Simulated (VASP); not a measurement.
I: single point with PBEsol

Crystal: I.

```
CELL_PARAMETERS angstrom
3.31299 0.00000 0.00000
-1.65650 2.86914 0.00000
0.00000 0.00000 7.80391
ATOMIC_POSITIONS crystal
I 0.33333 0.66667 0.25000
I 0.66667 0.33333 0.75000
```

```yaml
Program: VASP 6.6.1
Task: single point
Functional: PBEsol
Potentials_or_basis: VASP PAW PBE potentials, release 64 (I)
Cutoff: 520 eV
k_mesh: 7 × 7 × 4
Occupations: fermi-dirac, width 0.05 eV
Spin: no spin polarisation
```

| Property | Result |
| --- | --- |
| Pressure | 0.0 GPa |
| Band gap on the k mesh | zero (band 7 reaches 5.99 eV, above the bottom of band 8 at 3.02 eV) |

Levels at points of the mesh, in eV from the Fermi level:
| k point | band 2 | band 3 | band 4 | band 5 | band 6 | band 7 | band 8 | band 9 | band 10 | band 11 |
| --- | --- | --- | --- | --- | --- | --- | --- | --- | --- | --- |
| (0.00, 0.00, 0.00) | -13.84 | -4.36 | -1.99 | 1.77 | 1.77 | 1.87 | 1.87 | 4.33 | 8.66 | 9.11 |
| (0.00, 0.00, 0.50) | -13.99 | -3.37 | -3.37 | 1.82 | 1.82 | 1.82 | 1.82 | 7.15 | 7.15 | 8.92 |

It took 25 s on 1 thread of Intel(R) Xeon(R) Platinum 8259CL CPU @ 2.50GHz (Skylake/Cascade Lake), with other jobs on the host, peak memory 0.2 GiB.

Caveat: the PAW data sets were made with another functional, which shifts forces and pressure a little; spin-orbit coupling is left out, which moves the levels of the heavy elements; this functional lacks dispersion, which binds the layers, so the pressure and a relaxed spacing across them are unreliable.
